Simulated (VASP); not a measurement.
# CoH3 (I4/mmm) in VASP: single point with PBE

Aim: the single point of CoH3 with PBE.

Program: VASP 6.6.1. These are calculated values, not measurements. Logs are shortened: lines on timing, memory, paths and dates and some standing lists are left out, and cuts for length are marked.

## (1) The cell of the first run

It takes space group I4/mmm (No. 139, tetragonal). The conventional cell has a = 2.603 Å, b = 2.603 Å, c = 5.384 Å, α = 90.00°, β = 90.00°, γ = 90.00°. Co (site symmetry 4/mmm) has 12 H at 1.84 to 1.87 Å within 2.4 Å. Within 2.4 Å of H (site symmetry -4m2) lie 8 H at 1.84 to 1.87 Å and 4 Co at 1.87 Å. H (site symmetry 4/mmm) has 4 Co at 1.84 Å and 8 H at 1.87 Å within 2.4 Å.

The cell was generated, and may not be a known phase.

## (2) Single point, PBE, collinear spin, ferromagnetic start

The input, INCAR:

```
SYSTEM = CoH3
PREC = Accurate
ENCUT = 690
EDIFF = 1E-6
ISMEAR = 0
SIGMA = 0.15
LREAL = .FALSE.
LASPH = .TRUE.
NELM = 200
ALGO = Normal
ISIF = 2
LWAVE = .FALSE.
LCHARG = .FALSE.
ISPIN = 2
MAGMOM = 3 0 0 0
LORBIT = 11
LMAXMIX = 4
GGA = PE
NBANDS = 22
GGA_COMPAT = .FALSE.
```

The input, KPOINTS:

```
regular mesh
0
G
  6 6 6
  0 0 0
```

The input, POSCAR:

```
CoH3
1.0
   -1.3015728156      1.3015728156      2.6919427515
    1.3015728156     -1.3015728156      2.6919427515
    1.3015728156      1.3015728156     -2.6919427515
Co H
1 3
Direct
    0.0000000000      0.0000000000      0.0000000000
    0.7500000000      0.2500000000      0.5000000000
    0.2500000000      0.7500000000      0.5000000000
    0.5000000000      0.5000000000      0.0000000000
```

Potentials or basis: VASP PAW PBE potentials, release 64 (Co_sv, H).

Run with:

```console
$ cat potpaw_PBE.64/Co_sv/POTCAR potpaw_PBE.64/H/POTCAR > POTCAR
$ mpirun -np 1 vasp_std > vasp.out
```

OUTCAR:

```text
SYSTEM = CoH3
   PREC = Accurate
   ENCUT = 690
   EDIFF = 1E-6
   ISMEAR = 0
   LREAL = .FALSE.
   LASPH = .TRUE.
   NELM = 200
   ISIF = 2
   ISPIN = 2
   LORBIT = 11
   GGA = PE

 ion  position               nearest neighbor table
   1  0.000  0.000  0.000-
   2  0.750  0.250  0.500-
   3  0.250  0.750  0.500-
   4  0.500  0.500  0.000-

  LATTYP: Found a body centered tetragonal cell.
 ALAT       =     2.6031456312
 C/A-ratio  =     2.0682229371

  Lattice vectors:

 A1 = (  -1.3015728156,   1.3015728156,   2.6919427515)
 A2 = (   1.3015728156,  -1.3015728156,   2.6919427515)
 A3 = (   1.3015728156,   1.3015728156,  -2.6919427515)

Analysis of symmetry for initial positions (statically):
=====================================================================
 Subroutine PRICEL returns:
 Original cell was already a primitive cell.

 Routine SETGRP: Setting up the symmetry group for a
 body centered tetragonal supercell.

 Subroutine GETGRP returns: Found 16 space group operations
 (whereof 16 operations were pure point group operations)
 out of a pool of 16 trial point group operations.

The static configuration has the point symmetry D_4h.

Analysis of symmetry for dynamics (positions and initial velocities):
=====================================================================
 Subroutine PRICEL returns:
 Original cell was already a primitive cell.

 Routine SETGRP: Setting up the symmetry group for a
 body centered tetragonal supercell.

 Subroutine GETGRP returns: Found 16 space group operations
 (whereof 16 operations were pure point group operations)
 out of a pool of 16 trial point group operations.

The dynamic configuration has the point symmetry D_4h.

Analysis of structural, dynamic, and magnetic symmetry:
=====================================================================
 Subroutine PRICEL returns:
 Original cell was already a primitive cell.

 Routine SETGRP: Setting up the symmetry group for a
 body centered tetragonal supercell.

 Subroutine GETGRP returns: Found 16 space group operations
 (whereof 16 operations were pure point group operations)
 out of a pool of 16 trial point group operations.

The overall configuration has the point symmetry D_4h.

 Subroutine INISYM returns: Found 16 space group operations
 (whereof 16 operations are pure point group operations),
 and found     1 'primitive' translations

----------------------------------------------------------------------------------------

                                     Primitive cell

  volume of cell :      18.2416

  direct lattice vectors                    reciprocal lattice vectors
    -1.301572816  1.301572816  2.691942752     0.000000000  0.384150617  0.185739463
     1.301572816 -1.301572816  2.691942752     0.384150617  0.000000000  0.185739463
     1.301572816  1.301572816 -2.691942752     0.384150617  0.384150617  0.000000000

  length of vectors
     3.261094811  3.261094811  3.261094811     0.426697603  0.426697603  0.543271012

  position of ions in fractional coordinates (direct lattice)
     0.000000000  0.000000000  0.000000000
     0.750000000  0.250000000  0.500000000
     0.250000000  0.750000000  0.500000000
     0.500000000  0.500000000  0.000000000

  ion indices of the primitive-cell ions
   primitive index   ion index
                 1           1
                 2           2
                 3           3
                 4           4

----------------------------------------------------------------------------------------

 KPOINTS: regular mesh

Automatic generation of k-mesh.
 Grid dimensions read from file:
 generate k-points for:    6    6    6

 Generating k-lattice:

  Cartesian coordinates                     Fractional coordinates (reciprocal lattice)
     0.000000000  0.064025103  0.030956577     0.166666667  0.000000000  0.000000000
     0.064025103  0.000000000  0.030956577     0.000000000  0.166666667  0.000000000
     0.064025103  0.064025103  0.000000000     0.000000000  0.000000000  0.166666667

  Length of vectors
     0.071116267  0.071116267  0.090545169

  Shift w.r.t. Gamma in fractional coordinates (k-lattice)
     0.000000000  0.000000000  0.000000000

 Subroutine IBZKPT returns following result:
 ===========================================

 Found     30 irreducible k-points:

 Following reciprocal coordinates:
            Coordinates               Weight
  0.000000  0.000000  0.000000      1.000000
  0.166667  0.000000 -0.000000      8.000000
  0.333333  0.000000  0.000000      8.000000
  0.500000  0.000000 -0.000000      4.000000
  0.166667  0.166667 -0.000000      8.000000
  0.333333  0.166667  0.000000     16.000000
[... 16 lines left out ...]
 -0.333333 -0.333333  0.166667      8.000000
 -0.166667 -0.333333  0.166667      8.000000
 [... further k-points ...]
   k-points           NKPTS =     30   k-points in BZ     NKDIM =     30   number of bands    NBANDS=     22
   number of dos      NEDOS =    301   number of ions     NIONS =      4
   total plane-waves  NPLWV =  21952
   dimension x,y,z NGX =    28 NGY =   28 NGZ =   28
   dimension x,y,z NGXF=    56 NGYF=   56 NGZF=   56
   ions per type =               1   3
   NGX,Y,Z   is equivalent  to a cutoff of  14.27, 14.27, 14.27 a.u.
   NGXF,Y,Z  is equivalent  to a cutoff of  28.55, 28.55, 28.55 a.u.
 SYSTEM =  CoH3
   PREC   = accura    normal or accurate (medium, high low for compatibility)
   ISTART =      0    job   : 0-new  1-cont  2-samecut
   ICHARG =      2    charge: 1-file 2-atom 10-const
   ISPIN  =      2    spin polarized calculation?
   LNONCOLLINEAR =      F non collinear calculations
   LSORBIT =      F    spin-orbit coupling
   LASPH  =      T    aspherical Exc in radial PAW
   ENCUT  =  690.0 eV  50.71 Ry    7.12 a.u.   6.98  6.98  6.98*2*pi/ulx,y,z
   NELM   =    200;   NELMIN=  2; NELMDL= -5     # of ELM steps
   EDIFF  = 0.1E-05   stopping-criterion for ELM
   LREAL  =      F    real-space projection
[... 7 lines left out ...]
   TEBEG  =    0.0;   TEEND  =   0.0 temperature during run
   PSTRESS=    0.0 pullay stress
   NELECT =      20.0000    total number of electrons
   NUPDOWN=      -1.0000    fix difference up-down
   EMIN   =  10.00;   EMAX   =-10.00  energy-range for DOS
   EFERMI =   0.00;   METHOD = LEGACY
   ISMEAR =     0;   SIGMA  =   0.15  broadening in eV -4-tet -1-fermi 0-gaus
   EFERMI_NEDOS =   21; number of points for ismear=-14 and -15
   IALGO  =     38    algorithm
   IMIX   =      4    mixing-type and parameters
     AMIX     =   0.40;   BMIX     =  1.00
     AMIX_MAG =   1.60;   BMIX_MAG =  1.00
  volume/ion in A,a.u.               =       4.56        30.78
  Fermi-wavevector in a.u.,A,eV,Ry     =   1.688096  3.190040 38.772107  2.849669
  Thomas-Fermi vector in A             =   2.770464
   LORBIT       =     11    0 simple, 1 ext, 2 COOP (PROOUT), +10 PAW based schemes
   GGA     = PE    functional components
   LHFCALC =     F    Hartree Fock is set to
   AEXX    =    0.0000 exact exchange contribution
   IVDW    =     0    specifies the selected vdW correction
   LEPSILON=     F    determine dielectric tensor
   LRPA    =     F    only Hartree local field effects (RPA)
 spin polarized calculation
 Gauss-broadening in eV      SIGMA  =   0.15
  energy-cutoff  :      690.00
  volume of cell :       18.24
 maximum number of plane-waves:       764
   NGX = 13   NGY = 13   NGZ = 13

 number of electron      20.0000000 magnetization       0.0539590

 number of electron      20.0000000 magnetization      -0.0006144

 Free energy of the ion-electron system (eV)
  ---------------------------------------------------
  ext. energy  EPLUGINS =         0.00000000
  ---------------------------------------------------
  free energy    TOTEN  =       -15.60906873 eV

  energy without entropy =      -15.59960828  energy(sigma->0) =      -15.60433851

 E-fermi :   9.0150     XC(G=0): -12.9426

 val. band max:        8.9496172349   @ k =   0.5000   0.5000   0.5000
 cond. band min:       9.0631026563   @ k =   0.5000   0.5000  -0.0000
 fundamental gap:      0.1134854213
 Fermi energy:         9.0150084768

 spin component 1

 k-point     1 :       0.0000    0.0000    0.0000
  band No.  band energies     occupation
      1     -85.8852      1.00000
      2     -49.2004      1.00000
      3     -49.2004      1.00000
      4     -49.0811      1.00000
      5      -5.0006      1.00000
      6       5.3035      1.00000
[... 14 lines left out ...]
     21      40.3280      0.00000
     22      41.0022      0.00000

 k-point     2 :       0.1667    0.0000   -0.0000
  band No.  band energies     occupation
      1     -85.8822      1.00000
      2     -49.2306      1.00000
      3     -49.1983      1.00000
      4     -49.0811      1.00000
      5      -4.2538      1.00000
      6       5.4212      1.00000
[... 14 lines left out ...]
     21      35.6595      0.00000
     22      36.5523      0.00000

 k-point     3 :       0.3333    0.0000    0.0000
  band No.  band energies     occupation
      1     -85.8763      1.00000
      2     -49.2909      1.00000
      3     -49.1942      1.00000
      4     -49.0811      1.00000
      5      -2.1426      1.00000
      6       3.8220      1.00000
[... 14 lines left out ...]
     21      38.9559      0.00000
     22      41.2858      0.00000
[... 476 lines left out ...]
 k-point    23 :      -0.3333   -0.3333    0.1667
  band No.  band energies     occupation
      1     -85.8786      1.00000
      2     -49.2302      1.00000
      3     -49.2291      1.00000
      4     -49.0923      1.00000
      5      -1.7510      1.00000
      6       3.1339      1.00000
[... 14 lines left out ...]
     21      38.7393      0.00000
     22      40.4234      0.00000

 k-point    24 :      -0.1667   -0.3333    0.1667
  band No.  band energies     occupation
      1     -85.8816      1.00000
      2     -49.2318      1.00000
      3     -49.1995      1.00000
      4     -49.0906      1.00000
      5      -3.1692      1.00000
      6       3.9494      1.00000
[... 14 lines left out ...]
     21      38.0375      0.00000
     22      39.3392      0.00000

 [... further k-points ...]

 spin component 2

 k-point     1 :       0.0000    0.0000    0.0000
  band No.  band energies     occupation
      1     -85.8861      1.00000
      2     -49.2014      1.00000
      3     -49.2014      1.00000
      4     -49.0818      1.00000
      5      -5.0005      1.00000
      6       5.3030      1.00000
[... 14 lines left out ...]
     21      40.3279      0.00000
     22      41.0021      0.00000

 k-point     2 :       0.1667    0.0000   -0.0000
  band No.  band energies     occupation
      1     -85.8832      1.00000
      2     -49.2316      1.00000
      3     -49.1993      1.00000
      4     -49.0819      1.00000
      5      -4.2536      1.00000
      6       5.4208      1.00000
[... 14 lines left out ...]
     21      35.6595      0.00000
     22      36.5522      0.00000

 k-point     3 :       0.3333    0.0000    0.0000
  band No.  band energies     occupation
      1     -85.8773      1.00000
      2     -49.2920      1.00000
      3     -49.1952      1.00000
      4     -49.0819      1.00000
      5      -2.1425      1.00000
      6       3.8218      1.00000
[... 14 lines left out ...]
     21      38.9559      0.00000
     22      41.2858      0.00000
[... 476 lines left out ...]
 k-point    23 :      -0.3333   -0.3333    0.1667
  band No.  band energies     occupation
      1     -85.8795      1.00000
      2     -49.2312      1.00000
      3     -49.2301      1.00000
      4     -49.0931      1.00000
      5      -1.7509      1.00000
      6       3.1338      1.00000
[... 14 lines left out ...]
     21      38.7394      0.00000
     22      40.4235      0.00000

 k-point    24 :      -0.1667   -0.3333    0.1667
  band No.  band energies     occupation
      1     -85.8825      1.00000
      2     -49.2328      1.00000
      3     -49.2005      1.00000
      4     -49.0914      1.00000
      5      -3.1690      1.00000
      6       3.9492      1.00000
[... 14 lines left out ...]
     21      38.0375      0.00000
     22      39.3392      0.00000

 [... further k-points ...]
[... 5 lines left out ...]
  --------------------------------------------------------------------------------------
  -------------------------------------------------------------------------------------
  Total       -0.1208880     -0.1208880     -0.1324645      0.0000000      0.0000000      0.0000000
  in kB      -10.6177163    -10.6177163    -11.6344885      0.0000000      0.0000000      0.0000000
  external PRESSURE =     -10.9566404 kB  Pullay stress =       0.0000000 kB

 VOLUME and BASIS-vectors are now :
 -----------------------------------------------------------------------------
  energy-cutoff  :      690.00
  volume of cell :       18.24
      direct lattice vectors                 reciprocal lattice vectors
    -1.301572816  1.301572816  2.691942752     0.000000000  0.384150617  0.185739463
     1.301572816 -1.301572816  2.691942752     0.384150617  0.000000000  0.185739463
     1.301572816  1.301572816 -2.691942752     0.384150617  0.384150617  0.000000000

 POSITION                                       TOTAL-FORCE (eV/Angst)
 -----------------------------------------------------------------------------------
      0.00000      0.00000      0.00000         0.000000      0.000000      0.000000
      0.00000      1.30157      1.34597        -0.000000      0.000000     -0.000000
      1.30157      0.00000      1.34597         0.000000     -0.000000     -0.000000
      0.00000      0.00000      2.69194         0.000000      0.000000      0.000000
 -----------------------------------------------------------------------------------
    total drift:                               -0.000000     -0.000000     -0.000000

  FREE ENERGIE OF THE ION-ELECTRON SYSTEM (eV)
  ---------------------------------------------------
  free  energy   TOTEN  =       -15.6090687331 eV

  energy  without entropy=      -15.5996082794  energy(sigma->0) =      -15.60433851

 total charge

# of ion       s       p       d       tot
------------------------------------------
    1        2.184   6.100   6.898  15.181
    2        0.472   0.027   0.000   0.500
    3        0.472   0.027   0.000   0.500
    4        0.474   0.033   0.000   0.507
--------------------------------------------------
tot          3.603   6.187   6.898  16.688

 magnetization (x)

# of ion       s       p       d       tot
------------------------------------------
    1       -0.000   0.000  -0.001  -0.001
    2        0.000   0.000   0.000   0.000
    3        0.000   0.000   0.000   0.000
    4        0.000   0.000   0.000   0.000
--------------------------------------------------
tot          0.000   0.000  -0.001  -0.000
```

It took 40 s on 1 thread of Intel Xeon Platinum 8375C at 2.90GHz (Ice Lake), shared host; peak memory 0.18 GiB.

Results:

```
Free energy                                           : -15.6091 eV
Pressure                                              : -1.1 GPa
Band gap on the k mesh                                : zero (filled and empty bands overlap)
Net moment                                            : 0.00 μB per cell
Valence electrons inside the program's atomic spheres : Co 15.18; H 0.50, 0.51 (each value once)
```

Stress tensor (GPa, compression positive):
```
-1.06  0.00  0.00
 0.00 -1.06  0.00
 0.00  0.00 -1.16
```

Levels at points of the mesh, in eV from the Fermi level:
Spin up:
| k point | band 6 | band 7 | band 8 | band 9 | band 10 | band 11 | band 12 | band 13 | band 14 | band 15 |
| --- | --- | --- | --- | --- | --- | --- | --- | --- | --- | --- |
| (0.00, 0.00, 0.00) | -3.71 | -3.01 | -1.34 | -1.34 | -0.58 | 3.74 | 5.73 | 9.29 | 16.43 | 16.43 |
| (0.50, 0.00, 0.00) | -7.90 | -2.98 | -1.58 | -0.88 | -0.80 | 0.20 | 1.23 | 9.35 | 13.39 | 16.66 |
| (0.50, 0.50, 0.00) | -5.95 | -4.64 | -1.50 | -1.11 | 0.05 | 3.75 | 4.20 | 4.96 | 5.40 | 8.06 |
| (0.50, 0.50, 0.50) | -8.88 | -4.30 | -0.68 | -0.68 | -0.52 | -0.07 | 5.89 | 10.71 | 10.71 | 12.27 |
Spin down:
| k point | band 6 | band 7 | band 8 | band 9 | band 10 | band 11 | band 12 | band 13 | band 14 | band 15 |
| --- | --- | --- | --- | --- | --- | --- | --- | --- | --- | --- |
| (0.00, 0.00, 0.00) | -3.71 | -3.01 | -1.34 | -1.34 | -0.58 | 3.74 | 5.73 | 9.29 | 16.43 | 16.43 |
| (0.50, 0.00, 0.00) | -7.90 | -2.98 | -1.58 | -0.89 | -0.80 | 0.20 | 1.23 | 9.35 | 13.39 | 16.66 |
| (0.50, 0.50, 0.00) | -5.95 | -4.64 | -1.50 | -1.11 | 0.05 | 3.75 | 4.20 | 4.96 | 5.40 | 8.06 |
| (0.50, 0.50, 0.50) | -8.88 | -4.30 | -0.68 | -0.68 | -0.52 | -0.07 | 5.88 | 10.71 | 10.71 | 12.27 |

Caveat: the k points lie up to 0.45 Å⁻¹ apart, too coarse for converged energies and pressures of a metal; the moments typed at the start vanished in this run.

The gap in the log of VASP goes by the Fermi energy; the results here count the filled bands.